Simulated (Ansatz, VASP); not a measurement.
Two plane-wave programs on SnTe

```
Sn Te
1.0
     0.00000    3.18933    3.18933
     3.18933    0.00000    3.18933
     3.18933    3.18933    0.00000
Sn Te
1 1
Direct
  0.00000 0.00000 0.00000
  0.50000 0.50000 0.50000
```

Alike in both runs: task single point; functional PBE; k mesh 6 × 6 × 6; occupations fermi-dirac, width 0.02 eV; no spin polarisation.

```csv
,VASP,Ansatz
version,VASP 6.6.1,Ansatz 0.2.0
potentials or method,"VASP PAW PBE potentials, release 64 (Sn_d, Te)","plane waves, PAW"
plane-wave cutoff (eV),500,420
valence electrons in the cell,20,30
```

```csv
,VASP,Ansatz,Ansatz less VASP
pressure (GPa),0.6,0.6,+0.06
```

With one functional, cell and mesh, what is left measures potentials, basis and numerics. VASP's potentials hold 20 valence electrons a cell and Ansatz's 30, so a difference there can come from the potentials and not from the codes.

Spin-orbit coupling is off throughout.
